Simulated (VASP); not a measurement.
Set up this calculation in VASP 6.6.1, as the native input.

| Item | Value |
| --- | --- |
| Task | single point |
| Functional | PBE |
| Potentials or basis | VASP PAW PBE potentials, release 64 (B, N) |
| Cutoff | 520 eV |
| k mesh | 12 × 12 × 1 |
| Occupations | fermi-dirac, width 0.05 eV |
| Spin | no spin polarisation |
| Dipole correction | yes |
| Further INCAR settings | ALGO = Normal; EDIFF = 1e-06; NBANDS = 26 |

The structure of BN lies in POSCAR:

```
BN
1.0
    2.5017062525      0.0000000000      0.0000000000
    1.2492946936      2.1674401819      0.0000000000
    0.0000000000      0.0000000000     25.4859474900
B N
4 4
Direct
    0.4999513500      0.4999513500      0.2942798184
    0.9999513500      0.9999513500      0.4314266061
    0.4999513500      0.4999513500      0.5685733939
    0.9999513500      0.9999513500      0.7057201816
    0.8333486600      0.8333486600      0.2942798184
    0.3333486600      0.3333486600      0.4314266061
    0.8333486600      0.8333486600      0.5685733939
    0.3333486600      0.3333486600      0.7057201816
```

The input as run:

INCAR

```
SYSTEM = BN
  PREC = Accurate
  ENCUT = 520
  EDIFF = 1E-6
  ISMEAR = -1
  SIGMA = 0.05
  LREAL = .False.
  LASPH = .True.
  NELM = 100
  ALGO = Normal
  ISIF = 2
  LWAVE = .False.
  LCHARG = .False.
  LDIPOL = .True.
  IDIPOL = 3
  DIPOL = 0.5 0.5 0.500
  GGA = PE
  NBANDS = 26
```

KPOINTS

```
Automatic mesh
0
Gamma
  12 12 1
  0 0 0
```

Potentials or basis: VASP PAW PBE potentials, release 64 (B, N).

Command:

```bash
$ cat potpaw_PBE.64/B/POTCAR potpaw_PBE.64/N/POTCAR > POTCAR
$ mpirun -np 1 vasp_std > vasp.out
```

Results of the run:

```
Largest force          : 0.037 eV/Å
Band gap on the k mesh : 4.01 eV, indirect (least direct gap 4.37 eV)
```

It took 4.1 min on 1 thread of AMD EPYC 7R13 (shared host), peak memory 0.32 GiB.
